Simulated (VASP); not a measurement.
# Zr3O (P6_322) in VASP: notebook

Zr3O is run at these levels: r2SCAN+rVV10, r2SCAN; tasks: single point.

Program: VASP 6.6.1. These are calculated values, not measurements. Logs are shortened: lines on timing, memory, paths and dates and some standing lists are left out, and cuts for length are marked.

## (1) The cell of the first run

The structure is hexagonal, space group P6_322 (No. 182). Conventional cell: a = 5.636 Å, b = 5.636 Å, c = 5.180 Å, α = 90.00°, β = 90.00°, γ = 120.00°. Zr (site symmetry 2) has 2 O at 2.27 Å within 3.0 Å. O (site symmetry 32) has 6 Zr at 2.27 Å within 3.0 Å.

## (2) Single point, r2SCAN+rVV10

POSCAR

```
Zr3O
1.0
    5.6357288377      0.0000000000      0.0000000000
   -2.8178644189      4.8806843423      0.0000000000
    0.0000000000      0.0000000000      5.1804954441
Zr O
6 2
Direct
    0.3395332904      0.0000000000      0.0000000000
    0.3395332904      0.3395332904      0.5000000000
    0.0000000000      0.3395332904      0.0000000000
    0.6604667096      0.0000000000      0.5000000000
    0.6604667096      0.6604667096      0.0000000000
    0.0000000000      0.6604667096      0.5000000000
    0.3333333333      0.6666666667      0.2500000000
    0.6666666667      0.3333333333      0.7500000000
```

INCAR.step1

```
ALGO = Normal
EDIFF = 1E-4
ENCUT = 520
GGA = PE
ISMEAR = 0
LASPH = True
LCHARG = False
LREAL = False
LWAVE = True
NBANDS = 52
NELM = 100
PREC = Accurate
SIGMA = 0.1
```

INCAR.step2

```
ALGO = Normal
BPARAM = 11.95
CPARAM = 0.0093
EDIFF = 1E-6
ENCUT = 520
ISIF = 2
ISMEAR = 0
ISTART = 1
IVDW_NL = 2
LASPH = True
LCHARG = False
LMIXTAU = True
LREAL = False
LUSE_VDW = True
LWAVE = False
METAGGA = R2SCAN
NBANDS = 52
NELM = 100
PREC = Accurate
SIGMA = 0.1
```

KPOINTS

```
k-points
0
Gamma
  6 6 8
```

Potentials or basis: VASP PAW PBE potentials, release 64 (Zr_sv, O).

Command:

```
$ cat potpaw_PBE.64/Zr_sv/POTCAR potpaw_PBE.64/O/POTCAR > POTCAR
$ cp INCAR.step1 INCAR
$ mpirun -np 1 vasp_std > vasp.out
$ cp INCAR.step2 INCAR
$ mpirun -np 1 vasp_std > vasp.out
```

OUTCAR:

```text
BPARAM = 11.95
   EDIFF = 1E-6
   ENCUT = 520
   ISIF = 2
   ISMEAR = 0
   ISTART = 1
   IVDW_NL = 2
   LASPH = True
   LREAL = False
   METAGGA = R2SCAN
   NELM = 100
   PREC = Accurate

 ion  position               nearest neighbor table
   1  0.340  0.000  0.000-   7 2.27   8 2.27   4 3.16   4 3.16   6 3.22   6 3.22   2 3.22   2 3.22
                             3 3.22   3 3.22   5 3.22   5 3.22   5 3.31   3 3.31
   2  0.340  0.340  0.500-   8 2.27   7 2.27   5 3.16   5 3.16   3 3.22   3 3.22   1 3.22   1 3.22
                             6 3.22   4 3.22   6 3.22   4 3.22   4 3.31   6 3.31
   3  0.000  0.340  0.000-   8 2.27   7 2.27   6 3.16   6 3.16   4 3.22   4 3.22   2 3.22   2 3.22
                             1 3.22   5 3.22   1 3.22   5 3.22   5 3.31   1 3.31
   4  0.660  0.000  0.500-   8 2.27   7 2.27   1 3.16   1 3.16   3 3.22   3 3.22   5 3.22   5 3.22
                             6 3.22   6 3.22   2 3.22   2 3.22   2 3.31   6 3.31
   5  0.660  0.660  0.000-   7 2.27   8 2.27   2 3.16   2 3.16   6 3.22   6 3.22   4 3.22   4 3.22
                             3 3.22   1 3.22   3 3.22   1 3.22   1 3.31   3 3.31
   6  0.000  0.660  0.500-   7 2.27   8 2.27   3 3.16   3 3.16   1 3.22   1 3.22   5 3.22   5 3.22
                             4 3.22   2 3.22   4 3.22   2 3.22   2 3.31   4 3.31
   7  0.333  0.667  0.250-   6 2.27   1 2.27   3 2.27   4 2.27   5 2.27   2 2.27
   8  0.667  0.333  0.750-   3 2.27   4 2.27   6 2.27   1 2.27   2 2.27   5 2.27

  LATTYP: Found a hexagonal cell.
 ALAT       =     5.6357288377
 C/A-ratio  =     0.9192236875

  Lattice vectors:

 A1 = (   5.6357288377,   0.0000000000,   0.0000000000)
 A2 = (  -2.8178644189,   4.8806843423,   0.0000000000)
 A3 = (   0.0000000000,   0.0000000000,   5.1804954441)

Analysis of symmetry for initial positions (statically):
=====================================================================
 Subroutine PRICEL returns:
 Original cell was already a primitive cell.

 Routine SETGRP: Setting up the symmetry group for a
 hexagonal supercell.

 Subroutine GETGRP returns: Found 12 space group operations
 (whereof  6 operations were pure point group operations)
 out of a pool of 24 trial point group operations.

The static configuration has the point symmetry D_3 .
 The point group associated with its full space group is D_6 .

Analysis of symmetry for dynamics (positions and initial velocities):
=====================================================================
 Subroutine PRICEL returns:
 Original cell was already a primitive cell.

 Routine SETGRP: Setting up the symmetry group for a
 hexagonal supercell.

 Subroutine GETGRP returns: Found 12 space group operations
 (whereof  6 operations were pure point group operations)
 out of a pool of 24 trial point group operations.

The dynamic configuration has the point symmetry D_3 .
 The point group associated with its full space group is D_6 .

 Subroutine INISYM returns: Found 12 space group operations
 (whereof  6 operations are pure point group operations),
 and found     1 'primitive' translations

----------------------------------------------------------------------------------------

                                     Primitive cell

  volume of cell :     142.4958

  direct lattice vectors                    reciprocal lattice vectors
     5.635728838  0.000000000  0.000000000     0.177439339  0.102444650  0.000000000
    -2.817864419  4.880684342  0.000000000     0.000000000  0.204889300  0.000000000
     0.000000000  0.000000000  5.180495444     0.000000000  0.000000000  0.193031730

  length of vectors
     5.635728838  5.635728838  5.180495444     0.204889300  0.204889300  0.193031730

  position of ions in fractional coordinates (direct lattice)
     0.339533290  0.000000000  0.000000000
     0.339533290  0.339533290  0.500000000
     0.000000000  0.339533290  0.000000000
     0.660466710  0.000000000  0.500000000
     0.660466710  0.660466710  0.000000000
     0.000000000  0.660466710  0.500000000
     0.333333333  0.666666667  0.250000000
     0.666666667  0.333333333  0.750000000

  ion indices of the primitive-cell ions
   primitive index   ion index
                 1           1
                 2           2
                 3           3
                 4           4
                 5           5
                 6           6
                 7           7
                 8           8

----------------------------------------------------------------------------------------

 KPOINTS: k-points

Automatic generation of k-mesh.
 Grid dimensions read from file:
 generate k-points for:    6    6    8

 Generating k-lattice:

  Cartesian coordinates                     Fractional coordinates (reciprocal lattice)
     0.029573223  0.017074108  0.000000000     0.166666667 -0.000000000  0.000000000
     0.000000000  0.034148217  0.000000000     0.000000000  0.166666667  0.000000000
     0.000000000  0.000000000  0.024128966     0.000000000  0.000000000  0.125000000

  Length of vectors
     0.034148217  0.034148217  0.024128966

  Shift w.r.t. Gamma in fractional coordinates (k-lattice)
     0.000000000  0.000000000  0.000000000

 Subroutine IBZKPT returns following result:
 ===========================================

 Found     35 irreducible k-points:

 Following reciprocal coordinates:
            Coordinates               Weight
  0.000000  0.000000  0.000000      1.000000
  0.166667  0.000000  0.000000      6.000000
  0.333333  0.000000  0.000000      6.000000
  0.500000  0.000000  0.000000      3.000000
  0.166667  0.166667  0.000000      6.000000
  0.333333  0.166667  0.000000     12.000000
[... 16 lines left out ...]
  0.166667  0.000000  0.375000     12.000000
  0.333333  0.000000  0.375000     12.000000
 [... further k-points ...]
   k-points           NKPTS =     35   k-points in BZ     NKDIM =     35   number of bands    NBANDS=     52
   number of dos      NEDOS =    301   number of ions     NIONS =      8
   total plane-waves  NPLWV =  70560
   dimension x,y,z NGX =    42 NGY =   42 NGZ =   40
   dimension x,y,z NGXF=    84 NGYF=   84 NGZF=   80
   ions per type =               6   2
   NGX,Y,Z   is equivalent  to a cutoff of  12.39, 12.39, 12.84 a.u.
   NGXF,Y,Z  is equivalent  to a cutoff of  24.78, 24.78, 25.67 a.u.
 SYSTEM =  unknown system
   PREC   = accura    normal or accurate (medium, high low for compatibility)
   ISTART =      1    job   : 0-new  1-cont  2-samecut
   ICHARG =      0    charge: 1-file 2-atom 10-const
   ISPIN  =      1    spin polarized calculation?
   LNONCOLLINEAR =      F non collinear calculations
   LSORBIT =      F    spin-orbit coupling
   LASPH  =      T    aspherical Exc in radial PAW
   ENCUT  =  520.0 eV  38.22 Ry    6.18 a.u.  10.48 10.48  9.63*2*pi/ulx,y,z
   NELM   =    100;   NELMIN=  2; NELMDL=  0     # of ELM steps
   EDIFF  = 0.1E-05   stopping-criterion for ELM
   LREAL  =      F    real-space projection
   EDIFFG = 0.1E-04   stopping-criterion for IOM
   NSW    =      0    number of steps for IOM
   IBRION =     -1    ionic relax: 0-MD 1-quasi-New 2-CG
   NFREE  =      0    steps in history (QN), initial steepest desc. (CG)
   ISIF   =      2    stress and relaxation
   ISYM   =      2    0-nonsym 1-usesym 2-fastsym
   POTIM  = 0.5000    time-step for ionic-motion
   TEBEG  =    0.0;   TEEND  =   0.0 temperature during run
   PSTRESS=    0.0 pullay stress
   NELECT =      84.0000    total number of electrons
   NUPDOWN=      -1.0000    fix difference up-down
   EMIN   =  10.00;   EMAX   =-10.00  energy-range for DOS
   EFERMI =   0.00;   METHOD = LEGACY
   ISMEAR =     0;   SIGMA  =   0.10  broadening in eV -4-tet -1-fermi 0-gaus
   EFERMI_NEDOS =   21; number of points for ismear=-14 and -15
   IALGO  =     38    algorithm
   IMIX   =      4    mixing-type and parameters
     AMIX     =   0.40;   BMIX     =  1.00
     AMIX_MAG =   1.60;   BMIX_MAG =  1.00
  volume/ion in A,a.u.               =      17.81       120.20
  Fermi-wavevector in a.u.,A,eV,Ry     =   1.372673  2.593977 25.636537  1.884232
  Thomas-Fermi vector in A             =   2.498259
   LORBIT       =      0    0 simple, 1 ext, 2 COOP (PROOUT), +10 PAW based schemes
   METAGGA = R2SCAN    functional components
   LHFCALC =     F    Hartree Fock is set to
   AEXX    =    0.0000 exact exchange contribution
   IVDW_NL    =     2    kernel type
   BPARAM     =11.9500
   IVDW    =     0    specifies the selected vdW correction
   LEPSILON=     F    determine dielectric tensor
   LRPA    =     F    only Hartree local field effects (RPA)
 non-spin polarized calculation
 Gauss-broadening in eV      SIGMA  =   0.10
  energy-cutoff  :      520.00
  volume of cell :      142.50
 maximum number of plane-waves:      3877
 NGX is ok and might be reduce to    42
   NGX = 21   NGY = 21   NGZ = 19

 number of electron      84.0000006 magnetization

 Free energy of the ion-electron system (eV)
  ---------------------------------------------------
  ext. energy  EPLUGINS =         0.00000000
  ---------------------------------------------------
  free energy    TOTEN  =      -159.21134145 eV

  energy without entropy =     -159.18278528  energy(sigma->0) =     -159.19706337

 E-fermi :   9.6764     XC(G=0): -12.3907

 val. band max:        9.6560181787   @ k =   0.0000   0.0000   0.3750
 cond. band min:       9.6847748452   @ k =   0.5000   0.0000   0.3750
 fundamental gap:      0.0287566666
 Fermi energy:         9.6763574917

 k-point     1 :       0.0000    0.0000    0.0000
  band No.  band energies     occupation
      1     -40.9386      2.00000
      2     -40.7757      2.00000
      3     -40.7638      2.00000
      4     -40.7638      2.00000
      5     -40.7500      2.00000
      6     -40.7500      2.00000
[... 44 lines left out ...]
     51      12.5040      0.00000
     52      12.5715      0.00000

 k-point     2 :       0.1667    0.0000    0.0000
  band No.  band energies     occupation
      1     -40.9277      2.00000
      2     -40.7805      2.00000
      3     -40.7753      2.00000
      4     -40.7711      2.00000
      5     -40.7445      2.00000
      6     -40.7430      2.00000
[... 44 lines left out ...]
     51      12.4068      0.00000
     52      12.5821      0.00000

 k-point     3 :       0.3333    0.0000    0.0000
  band No.  band energies     occupation
      1     -40.8980      2.00000
      2     -40.8138      2.00000
      3     -40.7888      2.00000
      4     -40.7602      2.00000
      5     -40.7416      2.00000
      6     -40.7404      2.00000
[... 44 lines left out ...]
     51      12.5704      0.00000
     52      12.6812      0.00000
[... 1046 lines left out ...]
 k-point    23 :       0.1667    0.0000    0.3750
  band No.  band energies     occupation
      1     -40.8800      2.00000
      2     -40.8201      2.00000
      3     -40.7690      2.00000
      4     -40.7655      2.00000
      5     -40.7551      2.00000
      6     -40.7534      2.00000
[... 44 lines left out ...]
     51      12.3903      0.00000
     52      12.8993      0.00000

 k-point    24 :       0.3333    0.0000    0.3750
  band No.  band energies     occupation
      1     -40.8559      2.00000
      2     -40.8033      2.00000
      3     -40.7912      2.00000
      4     -40.7741      2.00000
      5     -40.7631      2.00000
      6     -40.7560      2.00000
[... 44 lines left out ...]
     51      12.6377      0.00000
     52      12.9175      0.00000

 [... further k-points ...]

------------------------ aborting loop because EDIFF is reached ----------------------------------------

  FORCE on cell =-STRESS in cart. coord.  units (eV):
  Direction    XX          YY          ZZ          XY          YZ          ZX
  --------------------------------------------------------------------------------------
  -------------------------------------------------------------------------------------
  Total        0.2267607      0.2267607      0.2551556     -0.0000000      0.0000000     -0.0000000
  in kB        2.5496253      2.5496253      2.8688881     -0.0000000      0.0000000     -0.0000000
  external PRESSURE =       2.6560462 kB  Pullay stress =       0.0000000 kB

 VOLUME and BASIS-vectors are now :
 -----------------------------------------------------------------------------
  energy-cutoff  :      520.00
  volume of cell :      142.50
      direct lattice vectors                 reciprocal lattice vectors
     5.635728838  0.000000000  0.000000000     0.177439339  0.102444650  0.000000000
    -2.817864419  4.880684342  0.000000000     0.000000000  0.204889300  0.000000000
     0.000000000  0.000000000  5.180495444     0.000000000  0.000000000  0.193031730

 POSITION                                       TOTAL-FORCE (eV/Angst)
 -----------------------------------------------------------------------------------
      1.91352      0.00000      0.00000        -0.017284     -0.000000     -0.000000
      0.95676      1.65715      2.59025        -0.008642     -0.014969      0.000000
     -0.95676      1.65715      0.00000         0.008642     -0.014969      0.000000
      3.72221      0.00000      2.59025         0.017284     -0.000000      0.000000
      1.86111      3.22353      0.00000         0.008642      0.014969     -0.000000
     -1.86111      3.22353      2.59025        -0.008642      0.014969      0.000000
     -0.00000      3.25379      1.29512        -0.000000     -0.000000     -0.000000
      2.81786      1.62689      3.88537        -0.000000     -0.000000      0.000000
 -----------------------------------------------------------------------------------
    total drift:                               -0.000001      0.000000     -0.000000

  FREE ENERGIE OF THE ION-ELECTRON SYSTEM (eV)
  ---------------------------------------------------
  free  energy   TOTEN  =      -159.2113414548 eV

  energy  without entropy=     -159.1827852832  energy(sigma->0) =     -159.19706337
```

Run time: 9.7 min. Hardware: 1 thread of Intel Xeon 6975P-C (Granite Rapids), shared host; peak memory 0.64 GiB.

Results:

| Item | Value |
| --- | --- |
| Free energy | -159.2113 eV |
| Pressure | 0.3 GPa |
| Largest force | 0.017 eV/Å |
| Band gap on the k mesh | zero (bands 42 and 43 overlap by 0.91 eV) |

Forces in eV/Å, atoms in the order of the input:
```
Zr  -0.017  0.000  0.000
Zr  -0.009 -0.015  0.000
Zr   0.009 -0.015  0.000
Zr   0.017  0.000  0.000
Zr   0.009  0.015  0.000
Zr  -0.009  0.015  0.000
O    0.000  0.000  0.000
O    0.000  0.000  0.000
```

Levels at points of the mesh, in eV from the Fermi level:
| k point | band 38 | band 39 | band 40 | band 41 | band 42 | band 43 | band 44 | band 45 | band 46 | band 47 |
| --- | --- | --- | --- | --- | --- | --- | --- | --- | --- | --- |
| (0.00, 0.00, 0.00) | -1.51 | -1.12 | -1.12 | 0.05 | 0.72 | 0.72 | 0.91 | 0.91 | 0.92 | 1.48 |
| (0.50, 0.00, 0.00) | -1.57 | -1.55 | -0.96 | -0.77 | -0.40 | 0.65 | 1.20 | 1.30 | 1.42 | 2.12 |
| (0.00, 0.00, 0.50) | -1.18 | -0.35 | -0.35 | -0.04 | -0.04 | 0.02 | 0.02 | 0.03 | 0.03 | 1.73 |
| (0.50, 0.00, 0.50) | -1.14 | -0.96 | -0.96 | -0.46 | -0.46 | 0.16 | 0.16 | 1.11 | 1.11 | 1.68 |

Caveat: the PAW data sets were made with another functional, which shifts forces and pressure a little.

## (3) Single point, r2SCAN

This run uses another cell than the first one, of 17.96 Å³/atom.

POSCAR

```
Zr3O
1.0
    5.6517860226      0.0000000000      0.0000000000
   -2.8258930113      4.8945902723      0.0000000000
    0.0000000000      0.0000000000      5.1938874669
Zr O
6 2
Direct
    0.3398774427      0.0000000000      0.0000000000
    0.3398774427      0.3398774427      0.5000000000
    0.0000000000      0.3398774427      0.0000000000
    0.6601225573      0.0000000000      0.5000000000
    0.6601225573      0.6601225573      0.0000000000
    0.0000000000      0.6601225573      0.5000000000
    0.3333333333      0.6666666667      0.2500000000
    0.6666666667      0.3333333333      0.7500000000
```

INCAR.step1

```
PREC = Accurate ; ENCUT = 520
ISMEAR = 0 ; SIGMA = 0.1
LREAL = F ; LASPH = T
NELM = 100 ; NBANDS = 52
GGA = PE ; ALGO = Normal
EDIFF = 1E-4 ; LWAVE = T
LCHARG = F
```

INCAR.step2

```
PREC = Accurate ; ENCUT = 520
EDIFF = 1E-6 ; ISMEAR = 0
SIGMA = 0.1 ; LREAL = F
LASPH = T ; NELM = 100
ALGO = Normal ; ISIF = 2
LWAVE = F ; LCHARG = T
METAGGA = R2SCAN ; LMIXTAU = T
LELF = T ; LVHAR = T
NBANDS = 52 ; ISTART = 1
```

KPOINTS

```
regular mesh
0
Gamma
  6 6 8
```

Potentials or basis: VASP PAW PBE potentials, release 64 (Zr_sv, O).

Command:

```
$ cat potpaw_PBE.64/Zr_sv/POTCAR potpaw_PBE.64/O/POTCAR > POTCAR
$ cp INCAR.step1 INCAR
$ mpirun -np 1 vasp_std > vasp.out
$ cp INCAR.step2 INCAR
$ mpirun -np 1 vasp_std > vasp.out
```

It took 8.3 min on 1 thread of Intel Xeon 6975P-C (Granite Rapids), shared host; peak memory 0.39 GiB.

It converged, with:

| Item | Value |
| --- | --- |
| Free energy | -160.7409 eV |
| Pressure | 0.1 GPa |
| Largest force | 0.015 eV/Å |
| Band gap on the k mesh | zero (bands 42 and 43 overlap by 0.90 eV) |

Forces on the atoms (eV/Å):
```
Zr  -0.015  0.000  0.000
Zr  -0.007 -0.013  0.000
Zr   0.007 -0.013  0.000
Zr   0.015  0.000  0.000
Zr   0.007  0.013  0.000
Zr  -0.007  0.013  0.000
O    0.000  0.000  0.000
O    0.000  0.000  0.000
```

Levels at points of the mesh, in eV from the Fermi level:
| k point | band 40 | band 41 | band 42 | band 43 | band 44 | band 45 |
| --- | --- | --- | --- | --- | --- | --- |
| (0.00, 0.00, 0.00) | -1.12 | 0.04 | 0.71 | 0.71 | 0.91 | 0.91 |
| (0.50, 0.00, 0.00) | -0.95 | -0.77 | -0.39 | 0.64 | 1.20 | 1.29 |
| (0.00, 0.00, 0.50) | -0.35 | -0.05 | -0.05 | 0.03 | 0.03 | 0.03 |
| (0.50, 0.00, 0.50) | -0.95 | -0.46 | -0.46 | 0.16 | 0.16 | 1.09 |

Caveat: the PAW data sets were made with another functional, which shifts forces and pressure a little.

The gap in the log of VASP goes by the Fermi energy; the results here count the filled bands.